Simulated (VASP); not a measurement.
# SnTe (zincblende type) (F-43m) in VASP: further runs

SnTe (zincblende type) is run at these levels: PBE; tasks: single point.

Everything below comes from runs of VASP 6.6.1. Logs are shortened: lines on timing, memory, paths and dates and some standing lists are left out, and cuts for length are marked.

## 1. The cell of the first run

It takes space group F-43m (No. 216, cubic). Conventional cell: a = 7.067 Å, b = 7.067 Å, c = 7.067 Å, α = 90.00°, β = 90.00°, γ = 90.00°. Sn (site symmetry -43m) has 4 Te at 3.06 Å within 4.0 Å. Te (site symmetry -43m) has 4 Sn at 3.06 Å within 4.0 Å.

## 2. Single point, PBE (volume scaled by 0.9405)

INCAR reads:

```
PREC = Accurate ; ENCUT = 520
EDIFF = 1E-6 ; ISMEAR = -1
SIGMA = 0.05 ; LREAL = False
LASPH = True ; NELM = 80
ALGO = Normal ; ISIF = 2
LWAVE = False ; LCHARG = False
GGA = PE ; NBANDS = 17
```

KPOINTS reads:

```
Automatic mesh
0
Gamma
  9 9 9
```

POSCAR reads:

```
SnTe
1.0
    0.0000000000      3.5337391279      3.5337391279
    3.5337391279      0.0000000000      3.5337391279
    3.5337391279      3.5337391279      0.0000000000
Sn Te
1 1
Direct
    0.0000000000      0.0000000000      0.0000000000
    0.2500000000      0.2500000000      0.2500000000
```

Potentials or basis: VASP PAW PBE potentials, release 64 (Sn_d, Te).

Launch:

```console
$ cat potpaw_PBE.64/Sn_d/POTCAR potpaw_PBE.64/Te/POTCAR > POTCAR
$ mpirun -np 1 vasp_std > vasp.out
```

OUTCAR:

```text
PREC = Accurate
   ENCUT = 520
   EDIFF = 1E-6
   ISMEAR = -1
   LREAL = False
   LASPH = True
   NELM = 80
   ISIF = 2
   GGA = PE

 ion  position               nearest neighbor table
   1  0.000  0.000  0.000-   2 3.06   2 3.06   2 3.06   2 3.06
   2  0.250  0.250  0.250-   1 3.06   1 3.06   1 3.06   1 3.06

  LATTYP: Found a face centered cubic cell.
 ALAT       =     7.0674782558

  Lattice vectors:

 A1 = (   0.0000000000,   3.5337391279,   3.5337391279)
 A2 = (   3.5337391279,   0.0000000000,   3.5337391279)
 A3 = (   3.5337391279,   3.5337391279,   0.0000000000)

Analysis of symmetry for initial positions (statically):
=====================================================================
 Subroutine PRICEL returns:
 Original cell was already a primitive cell.

 Routine SETGRP: Setting up the symmetry group for a
 face centered cubic supercell.

 Subroutine GETGRP returns: Found 24 space group operations
 (whereof 24 operations were pure point group operations)
 out of a pool of 48 trial point group operations.

The static configuration has the point symmetry T_d .

Analysis of symmetry for dynamics (positions and initial velocities):
=====================================================================
 Subroutine PRICEL returns:
 Original cell was already a primitive cell.

 Routine SETGRP: Setting up the symmetry group for a
 face centered cubic supercell.

 Subroutine GETGRP returns: Found 24 space group operations
 (whereof 24 operations were pure point group operations)
 out of a pool of 48 trial point group operations.

The dynamic configuration has the point symmetry T_d .

 Subroutine INISYM returns: Found 24 space group operations
 (whereof 24 operations are pure point group operations),
 and found     1 'primitive' translations

----------------------------------------------------------------------------------------

                                     Primitive cell

  volume of cell :      88.2538

  direct lattice vectors                    reciprocal lattice vectors
     0.000000000  3.533739128  3.533739128    -0.141493184  0.141493184  0.141493184
     3.533739128  0.000000000  3.533739128     0.141493184 -0.141493184  0.141493184
     3.533739128  3.533739128  0.000000000     0.141493184  0.141493184 -0.141493184

  length of vectors
     4.997461801  4.997461801  4.997461801     0.245073383  0.245073383  0.245073383

  position of ions in fractional coordinates (direct lattice)
     0.000000000  0.000000000  0.000000000
     0.250000000  0.250000000  0.250000000

  ion indices of the primitive-cell ions
   primitive index   ion index
                 1           1
                 2           2

----------------------------------------------------------------------------------------

 KPOINTS: Automatic mesh

Automatic generation of k-mesh.
 Grid dimensions read from file:
 generate k-points for:    9    9    9

 Generating k-lattice:

  Cartesian coordinates                     Fractional coordinates (reciprocal lattice)
    -0.015721465  0.015721465  0.015721465     0.111111111  0.000000000  0.000000000
     0.015721465 -0.015721465  0.015721465     0.000000000  0.111111111  0.000000000
     0.015721465  0.015721465 -0.015721465     0.000000000  0.000000000  0.111111111

  Length of vectors
     0.027230376  0.027230376  0.027230376

  Shift w.r.t. Gamma in fractional coordinates (k-lattice)
     0.000000000  0.000000000  0.000000000

 Subroutine IBZKPT returns following result:
 ===========================================

 Found     35 irreducible k-points:

 Following reciprocal coordinates:
            Coordinates               Weight
  0.000000  0.000000  0.000000      1.000000
  0.111111  0.000000  0.000000      8.000000
  0.222222  0.000000  0.000000      8.000000
  0.333333  0.000000  0.000000      8.000000
  0.444444  0.000000  0.000000      8.000000
  0.111111  0.111111  0.000000      6.000000
[... 16 lines left out ...]
 -0.333333  0.333333  0.000000     12.000000
  0.444444  0.444444  0.000000      6.000000
 [... further k-points ...]
   k-points           NKPTS =     35   k-points in BZ     NKDIM =     35   number of bands    NBANDS=     17
   number of dos      NEDOS =    301   number of ions     NIONS =      2
   total plane-waves  NPLWV =  64000
   dimension x,y,z NGX =    40 NGY =   40 NGZ =   40
   dimension x,y,z NGXF=    80 NGYF=   80 NGZF=   80
   ions per type =               1   1
   NGX,Y,Z   is equivalent  to a cutoff of  13.31, 13.31, 13.31 a.u.
   NGXF,Y,Z  is equivalent  to a cutoff of  26.61, 26.61, 26.61 a.u.
 SYSTEM =  unknown system
   PREC   = accura    normal or accurate (medium, high low for compatibility)
   ISTART =      0    job   : 0-new  1-cont  2-samecut
   ICHARG =      2    charge: 1-file 2-atom 10-const
   ISPIN  =      1    spin polarized calculation?
   LNONCOLLINEAR =      F non collinear calculations
   LSORBIT =      F    spin-orbit coupling
[... 48 lines left out ...]

  energy without entropy =       -7.03322822  energy(sigma->0) =       -7.03481000

 E-fermi :   3.8146     XC(G=0):  -7.7148

 val. band max:        3.7788216353   @ k =   0.4444   0.4444   0.0000
 cond. band min:       3.8976538474   @ k =   0.3333   0.3333   0.0000
 fundamental gap:      0.1188322121
 Fermi energy:         3.8146106600

 k-point     1 :       0.0000    0.0000    0.0000
  band No.  band energies     occupation
      1     -18.0582      2.00000
      2     -18.0582      2.00000
      3     -18.0582      2.00000
      4     -18.0452      2.00000
      5     -18.0452      2.00000
      6      -8.1269      2.00000
[... 9 lines left out ...]
     16      10.1890      0.00000
     17      11.3605      0.00000

 k-point     2 :       0.1111    0.0000    0.0000
  band No.  band energies     occupation
      1     -18.0584      2.00000
      2     -18.0579      2.00000
      3     -18.0579      2.00000
      4     -18.0452      2.00000
      5     -18.0452      2.00000
      6      -8.0675      2.00000
[... 9 lines left out ...]
     16       9.8298      0.00000
     17      11.0493      0.00000

 k-point     3 :       0.2222    0.0000    0.0000
  band No.  band energies     occupation
      1     -18.0590      2.00000
      2     -18.0574      2.00000
      3     -18.0574      2.00000
      4     -18.0452      2.00000
      5     -18.0452      2.00000
      6      -7.9044      2.00000
[... 9 lines left out ...]
     16       9.5700      0.00000
     17      10.8669      0.00000

 k-point     4 :       0.3333    0.0000    0.0000
  band No.  band energies     occupation
      1     -18.0596      2.00000
      2     -18.0568      2.00000
      3     -18.0568      2.00000
      4     -18.0451      2.00000
      5     -18.0451      2.00000
      6      -7.6905      2.00000
[... 9 lines left out ...]
     16       9.8124      0.00000
     17      11.2709      0.00000

 k-point     5 :       0.4444    0.0000    0.0000
  band No.  band energies     occupation
      1     -18.0600      2.00000
      2     -18.0564      2.00000
      3     -18.0564      2.00000
      4     -18.0450      2.00000
      5     -18.0450      2.00000
      6      -7.5278      2.00000
[... 9 lines left out ...]
     16      10.5026      0.00000
     17      10.5177      0.00000

 k-point     6 :       0.1111    0.1111    0.0000
  band No.  band energies     occupation
      1     -18.0587      2.00000
      2     -18.0577      2.00000
      3     -18.0577      2.00000
      4     -18.0453      2.00000
      5     -18.0451      2.00000
      6      -8.0474      2.00000
[... 9 lines left out ...]
     16      10.3126      0.00000
     17      11.6233      0.00000
[... 281 lines left out ...]
 k-point    21 :       0.4444    0.3333    0.0000
  band No.  band energies     occupation
      1     -18.0622      2.00000
      2     -18.0549      2.00000
      3     -18.0548      2.00000
      4     -18.0460      2.00000
      5     -18.0443      2.00000
      6      -7.3756      2.00000
[... 9 lines left out ...]
     16      11.5625      0.00000
     17      12.4278      0.00000

 k-point    22 :      -0.4444    0.3333    0.0000
  band No.  band energies     occupation
      1     -18.0619      2.00000
      2     -18.0551      2.00000
      3     -18.0548      2.00000
      4     -18.0459      2.00000
      5     -18.0444      2.00000
      6      -7.2860      2.00000
[... 9 lines left out ...]
     16      10.7736      0.00000
     17      12.9801      0.00000

 k-point    23 :      -0.3333    0.3333    0.0000
  band No.  band energies     occupation
      1     -18.0612      2.00000
      2     -18.0555      2.00000
      3     -18.0552      2.00000
      4     -18.0455      2.00000
      5     -18.0447      2.00000
      6      -7.3133      2.00000
[... 9 lines left out ...]
     16      11.3466      0.00000
     17      12.8579      0.00000

 k-point    24 :       0.4444    0.4444    0.0000
  band No.  band energies     occupation
      1     -18.0629      2.00000
      2     -18.0544      2.00000
      3     -18.0544      2.00000
      4     -18.0462      2.00000
      5     -18.0441      2.00000
      6      -7.2827      2.00000
[... 9 lines left out ...]
     16      12.0309      0.00000
     17      12.1988      0.00000

 [... further k-points ...]
[... 5 lines left out ...]
  --------------------------------------------------------------------------------------
  -------------------------------------------------------------------------------------
  Total        0.9124243      0.9124243      0.9124243      0.0000000      0.0000000      0.0000000
  in kB       16.5643333     16.5643333     16.5643333      0.0000000      0.0000000      0.0000000
  external PRESSURE =      16.5643333 kB  Pullay stress =       0.0000000 kB

 VOLUME and BASIS-vectors are now :
 -----------------------------------------------------------------------------
  energy-cutoff  :      520.00
  volume of cell :       88.25
      direct lattice vectors                 reciprocal lattice vectors
     0.000000000  3.533739128  3.533739128    -0.141493184  0.141493184  0.141493184
     3.533739128  0.000000000  3.533739128     0.141493184 -0.141493184  0.141493184
     3.533739128  3.533739128  0.000000000     0.141493184  0.141493184 -0.141493184

 POSITION                                       TOTAL-FORCE (eV/Angst)
 -----------------------------------------------------------------------------------
      0.00000      0.00000      0.00000        -0.000000     -0.000000     -0.000000
      1.76687      1.76687      1.76687         0.000000      0.000000      0.000000
 -----------------------------------------------------------------------------------
    total drift:                               -0.000000     -0.000000     -0.000000

  FREE ENERGIE OF THE ION-ELECTRON SYSTEM (eV)
  ---------------------------------------------------
  free  energy   TOTEN  =        -7.0363917900 eV

  energy  without entropy=       -7.0332282176  energy(sigma->0) =       -7.03481000
```

Wall time 32 s (1 thread of AMD EPYC 9R45 (Zen 5), shared host); peak memory 0.23 GiB.

Results:

```
Free energy : -7.0364 eV
Pressure    : 1.7 GPa
```

Levels at points of the mesh, in eV from the Fermi level:
```
           k point  band 6  band 7  band 8  band 9  band 10  band 11  band 12  band 13  band 14  band 15
(0.00, 0.00, 0.00)  -11.94   -5.06   -2.15   -2.15    -2.15     0.90     0.90     0.90     4.04     6.37
```

Caveat: the cell differs from its parent crystal (volume scaled by 0.9405); spin-orbit coupling is left out, which moves the levels of the heavy elements.

## 3. Single point, PBE (volume scaled by 0.98)

INCAR reads:

```
SYSTEM = SnTe
PREC = Accurate
ENCUT = 520
EDIFF = 1E-6
ISMEAR = -1
SIGMA = 0.05
LREAL = .False.
LASPH = .True.
NELM = 80
ALGO = Normal
ISIF = 2
LWAVE = .False.
LCHARG = .True.
GGA = PE
LELF = .True.
LVHAR = .True.
NBANDS = 17
```

KPOINTS reads:

```
regular mesh
0
Gamma
  9 9 9
  0 0 0
```

POSCAR reads:

```
SnTe
1.0
    0.0000000000      3.5825333663      3.5825333663
    3.5825333663      0.0000000000      3.5825333663
    3.5825333663      3.5825333663      0.0000000000
Sn Te
1 1
Direct
    0.0000000000      0.0000000000      0.0000000000
    0.2500000000      0.2500000000      0.2500000000
```

Potentials or basis: VASP PAW PBE potentials, release 64 (Sn_d, Te).

Launch:

```console
$ cat potpaw_PBE.64/Sn_d/POTCAR potpaw_PBE.64/Te/POTCAR > POTCAR
$ mpirun -np 1 vasp_std > vasp.out
```

Run time: 32 s. Hardware: 1 thread of AMD EPYC 9R45 (Zen 5), shared host; peak memory 0.23 GiB.

It converged, with:

| Item | Value |
| --- | --- |
| Free energy | -7.0619 eV |
| Pressure | 0.5 GPa |
| Band gap on the k mesh | 0.15 eV, indirect (least direct gap 0.79 eV) |

Levels at points of the mesh, in eV from the valence-band top:
| k point | band 8 | band 9 | band 10 | band 11 | band 12 | band 13 |
| --- | --- | --- | --- | --- | --- | --- |
| (0.00, 0.00, 0.00) | -1.94 | -1.94 | -1.94 | 1.04 | 1.04 | 1.04 |

Caveat: the cell differs from its parent crystal (volume scaled by 0.98); spin-orbit coupling is left out, which moves the levels of the heavy elements.

## 4. Single point, PBE

This run uses another cell than the first one, of 46.92 Å³/atom, 1.063 times its volume.

INCAR reads:

```
ALGO = Normal
EDIFF = 1E-7
ENCUT = 520
GGA = PE
ISIF = 2
ISMEAR = -1
LASPH = True
LCHARG = False
LREAL = False
LWAVE = False
NBANDS = 17
NELM = 100
PREC = Accurate
SIGMA = 0.05
```

KPOINTS reads:

```
k-points
0
Gamma
  9 9 9
```

POSCAR reads:

```
SnTe
1.0
    0.0000000000      3.6067404071      3.6067404071
    3.6067404071      0.0000000000      3.6067404071
    3.6067404071      3.6067404071      0.0000000000
Sn Te
1 1
Direct
    0.0000000000      0.0000000000      0.0000000000
    0.2500000000      0.2500000000      0.2500000000
```

Launch:

```console
$ cat potpaw_PBE.64/Sn_d/POTCAR potpaw_PBE.64/Te/POTCAR > POTCAR
$ mpirun -np 1 vasp_std > vasp.out
```

Run time: 42 s. Hardware: 1 thread of AMD EPYC 9R45 (Zen 5), shared host; peak memory 0.23 GiB.

The run converged. Its results:

```
Free energy            : -7.0653 eV
Pressure               : 0.0 GPa
Band gap on the k mesh : 0.20 eV, indirect (least direct gap 0.81 eV)
```

Levels at points of the mesh, in eV from the valence-band top:
| k point | band 8 | band 9 | band 10 | band 11 | band 12 | band 13 |
| --- | --- | --- | --- | --- | --- | --- |
| (0.00, 0.00, 0.00) | -1.87 | -1.87 | -1.87 | 1.08 | 1.08 | 1.08 |

Caveat: spin-orbit coupling is left out, which moves the levels of the heavy elements. A k mesh can miss the band edges.

## 5. Single point, PBE (volume scaled by 1.02)

INCAR reads:

```
ALGO     = Normal         # electronic algorithm
EDIFF    = 1E-6           # SCF threshold, eV
ENCUT    = 520            # plane-wave cutoff, eV
GGA      = PE             # functional
ISIF     = 2              # what is computed and relaxed
ISMEAR   = -1             # smearing method
LASPH    = True           # aspherical terms in the spheres
LCHARG   = False          # write CHGCAR
LREAL    = False          # projectors in reciprocal space
LWAVE    = False          # write WAVECAR
NBANDS   = 17             # bands
NELM     = 100            # most SCF steps
PREC     = Accurate       # precision mode
SIGMA    = 0.05           # smearing width, eV
```

KPOINTS is that of step 4.

POSCAR reads:

```
SnTe
1.0
    0.0000000000      3.6306268013      3.6306268013
    3.6306268013      0.0000000000      3.6306268013
    3.6306268013      3.6306268013      0.0000000000
Sn Te
1 1
Direct
    0.0000000000      0.0000000000      0.0000000000
    0.2500000000      0.2500000000      0.2500000000
```

Launch:

```console
$ cat potpaw_PBE.64/Sn_d/POTCAR potpaw_PBE.64/Te/POTCAR > POTCAR
$ mpirun -np 1 vasp_std > vasp.out
```

Run time: 37 s. Hardware: 1 thread of AMD EPYC 9R45 (Zen 5), shared host; peak memory 0.23 GiB.

It converged, with:

| Item | Value |
| --- | --- |
| Free energy | -7.0629 eV |
| Pressure | -0.5 GPa |
| Band gap on the k mesh | 0.25 eV, indirect (least direct gap 0.83 eV) |

Levels at points of the mesh, in eV from the valence-band top:
```
           k point  band 8  band 9  band 10  band 11  band 12  band 13
(0.00, 0.00, 0.00)   -1.80   -1.80    -1.80     1.11     1.11     1.11
```

Caveat: the cell differs from its parent crystal (volume scaled by 1.02); spin-orbit coupling is left out, which moves the levels of the heavy elements.

## 6. Single point, PBE (volume scaled by 1.06)

INCAR reads:

```
PREC     = Accurate       # precision mode
ENCUT    = 520            # plane-wave cutoff, eV
EDIFF    = 1E-6           # SCF threshold, eV
ISMEAR   = -1             # smearing method
SIGMA    = 0.05           # smearing width, eV
LREAL    = False          # projectors in reciprocal space
LASPH    = True           # aspherical terms in the spheres
NELM     = 60             # most SCF steps
ALGO     = Normal         # electronic algorithm
ISIF     = 2              # what is computed and relaxed
LWAVE    = False          # write WAVECAR
LCHARG   = False          # write CHGCAR
GGA      = PE             # functional
NBANDS   = 17             # bands
```

KPOINTS reads:

```
regular mesh
0
Gamma
  9 9 9
```

POSCAR reads:

```
SnTe
1.0
    0.0000000000      3.6774787662      3.6774787662
    3.6774787662      0.0000000000      3.6774787662
    3.6774787662      3.6774787662      0.0000000000
Sn Te
1 1
Direct
    0.0000000000      0.0000000000      0.0000000000
    0.2500000000      0.2500000000      0.2500000000
```

Potentials or basis: VASP PAW PBE potentials, release 64 (Sn_d, Te).

Launch:

```console
$ cat potpaw_PBE.64/Sn_d/POTCAR potpaw_PBE.64/Te/POTCAR > POTCAR
$ mpirun -np 1 vasp_std > vasp.out
```

It took 35 s on 1 thread of AMD EPYC 9R45 (Zen 5), shared host; peak memory 0.23 GiB.

The run converged. Its results:

- Free energy: -7.0430 eV
- Pressure: -1.3 GPa
- Band gap on the k mesh: 0.35 eV, indirect (least direct gap 0.87 eV)

Levels at points of the mesh, in eV from the valence-band top:
```tsv
k point	band 6	band 7	band 8	band 9	band 10	band 11	band 12	band 13	band 14	band 15
(0.00, 0.00, 0.00)	-11.13	-5.20	-1.68	-1.68	-1.68	1.17	1.17	1.17	4.26	6.57
```

Caveat: the cell differs from its parent crystal (volume scaled by 1.06); spin-orbit coupling is left out, which moves the levels of the heavy elements.

## 7. The runs side by side

```tsv
cell	gap on the mesh (eV)	pressure (GPa)
a = 4.997 Å, angles 60.0°, 2 atoms	-	1.7
a = 5.066 Å, angles 60.0°, 2 atoms	0.15	0.5
a = 5.101 Å, angles 60.0°, 2 atoms	0.20	0.0
a = 5.134 Å, angles 60.0°, 2 atoms	0.25	-0.5
a = 5.201 Å, angles 60.0°, 2 atoms	0.35	-1.3
```

Alike in all rows: task single point; level PBE; potentials or basis VASP PAW PBE potentials, release 64 (Sn_d, Te); no spin polarisation; k mesh 9 × 9 × 9; cutoff (eV) 520; smearing fermi-dirac 0.05 eV.

Caveats: spin-orbit coupling is left out, which moves the levels of the heavy elements.

Absolute energies hang on the potentials; compare differences alone.
